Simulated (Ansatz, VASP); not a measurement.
**SbW: VASP beside Ansatz**

File INCAR:

```
SYSTEM = SbW
PREC = Accurate
ENCUT = 520
EDIFF = 1E-6
ISMEAR = 0
SIGMA = 0.05
LREAL = .False.
LASPH = .True.
NELM = 80
ALGO = Normal
ISIF = 2
LWAVE = .False.
LCHARG = .False.
GGA = PS
NBANDS = 27
```

KPOINTS

```
Automatic mesh
0
Gamma
  10 10 6
  0 0 0
```

File POSCAR:

```
SbW
1.0
    4.3426356053      0.0000000000      0.0000000000
   -2.1713178026      3.7608327536      0.0000000000
    0.0000000000      0.0000000000      5.1676022327
W Sb
2 2
Direct
    0.0000000000      0.0000000000      0.0000000000
    0.0000000000      0.0000000000      0.5000000000
    0.3333333333      0.6666666667      0.2500000000
    0.6666666667      0.3333333333      0.7732216015
```

Input for Ansatz:

```yaml
crystal:
  lattice:
    - [4.3426356053, 0.0, 0.0]
    - [-2.1713178026, 3.7608327536, 0.0]
    - [0.0, 0.0, 5.1676022327]
  atoms:
    - { symbol: W, position: [0.0, 0.0, 0.0] }
    - { symbol: W, position: [0.0, 0.0, 0.5] }
    - { symbol: Sb, position: [0.3333333333, 0.6666666667, 0.25] }
    - { symbol: Sb, position: [0.6666666667, 0.3333333333, 0.7732216015] }
basis:
  ecutwfc: 420
  ecutrho_ratio: 4
kpoints:
  mp_grid: { grid: [10, 10, 6] }
hamiltonian:
  xc: pbesol
scf:
  occupations: { method: gaussian, width: 0.05 }
output:
  forces: true
  stress: true
  eigenvalues: true
```

Alike in both runs: task single point; functional PBEsol; k mesh 10 × 10 × 6; occupations gaussian, width 0.05 eV; no spin polarisation.

|  | VASP | Ansatz |
| --- | --- | --- |
| version | VASP 6.6.1 | Ansatz 0.2.0 |
| potentials or method | VASP PAW PBE potentials, release 64 (W_sv, Sb), cutoff 520 eV | scalar-relativistic, plane waves, PAW |
| valence electrons in the cell | 38 | 58 |

|  | VASP | Ansatz | Ansatz less VASP |
| --- | --- | --- | --- |
| gap on the k mesh at the Fermi level (eV) | none | none | - |
| pressure (GPa) | 0.5 | 0.2 | -0.29 |
| traceless stress, the component that is largest in VASP (GPa) | 0.10 | -0.08 | -0.180 |
| rms of the force components (eV/Å) | 0.225 | 0.225 | +0.0002 |

VASP's potentials were made for PBE, not for PBEsol. Atom by atom the forces differ by 0.000 eV/Å (rms over components). A gap of «none» marks a metal or a gap that the smearing closes. VASP's potentials hold 38 valence electrons a cell and Ansatz's 58, so a difference there can come from the potentials and not from the codes.

Spin-orbit coupling is off throughout.
